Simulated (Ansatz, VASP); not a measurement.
## Two plane-wave programs on Mg2CdO3

```
CELL_PARAMETERS angstrom
3.11810 0.00000 0.00000
-1.55905 2.70035 0.00000
0.00000 0.00000 7.78630
ATOMIC_POSITIONS crystal
Mg 0.33333 0.66667 0.65626
Mg 0.66667 0.33333 0.34374
Cd 0.00000 0.00000 0.00000
O 0.00000 0.00000 0.50000
O 0.33333 0.66667 0.19497
O 0.66667 0.33333 0.80503
```

Alike in both runs: functional PBE; k mesh 6 × 6 × 2; occupations gaussian, width 0.1 eV; no spin polarisation.

Ansatz relaxed the structure, and its values are those at the end. VASP's run is a single point on that final structure, the one shown.

```csv
,VASP,Ansatz
version,VASP 6.6.1,Ansatz 0.2.0
potentials or method,"VASP PAW PBE potentials, release 64 (Mg, Cd, O), cutoff 520 eV","scalar-relativistic, plane waves, PAW"
valence electrons in the cell,34,58
```

|  | VASP | Ansatz | Ansatz less VASP |
| --- | --- | --- | --- |
| gap on the k mesh at the Fermi level (eV) | 1.93 | 1.95 | +0.018 |
| least direct gap on the mesh (eV) | 2.07 | 2.09 | +0.017 |
| pressure (GPa) | 0.2 | 0.0 | -0.17 |
| rms of the force components (eV/Å) | 0.038 | 0.000 | -0.0382 |

VASP's potentials hold 34 valence electrons a cell and Ansatz's 58, so a difference there can come from the potentials and not from the codes.
